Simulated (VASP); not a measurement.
Here is a VASP 6.6.1 calculation.

The input INCAR:

```
ALGO = Fast
DIPOL = 0.5 0.5 0.499
EDIFF = 1E-6
ENCUT = 520
GGA = PS
IDIPOL = 3
ISIF = 2
ISMEAR = 0
LASPH = True
LCHARG = False
LDIPOL = True
LREAL = False
LWAVE = False
NBANDS = 44
NELM = 60
PREC = Accurate
SIGMA = 0.1
```

File KPOINTS:

```
k-points
0
Gamma
  10 7 1
```

File POSCAR:

```
AlRu
1.0
    2.9764078238      0.0000000000      0.0000000000
    0.0000000000      4.2092763115      0.0000000000
    0.0000000000      0.0000000000     23.3139144673
Al Ru
4 4
Direct
    0.0000000000      0.5000000000      0.3645891389
    0.0000000000      0.0000000000      0.4548630463
    0.0000000000      0.5000000000      0.5442344161
    0.0000000000      0.0000000000      0.6343541140
    0.5000000000      0.0000000000      0.3645891389
    0.5000000000      0.5000000000      0.4548630463
    0.5000000000      0.0000000000      0.5440512512
    0.5000000000      0.5000000000      0.6335618502
```

Potentials or basis: VASP PAW PBE potentials, release 64 (Al, Ru_pv).

Launch:

```console
$ cat potpaw_PBE.64/Al/POTCAR potpaw_PBE.64/Ru_pv/POTCAR > POTCAR
$ mpirun -np 1 vasp_std > vasp.out
```

Q: Predict the band gap on the k mesh.

A: Zero (bands 34 and 35 overlap by 1.43 eV).

Q: What does it give for the largest force?

A: 0.152 eV/Å.

Forces on the atoms (eV/Å):
```
Al   0.000  0.000 -0.044
Al   0.000  0.000 -0.140
Al   0.000  0.000  0.016
Al   0.000  0.000  0.031
Ru   0.000  0.000  0.152
Ru   0.000  0.000 -0.006
Ru   0.000  0.000 -0.031
Ru   0.000  0.000  0.023
```

Caveat: the PAW data sets were made with another functional, which shifts forces and pressure a little.
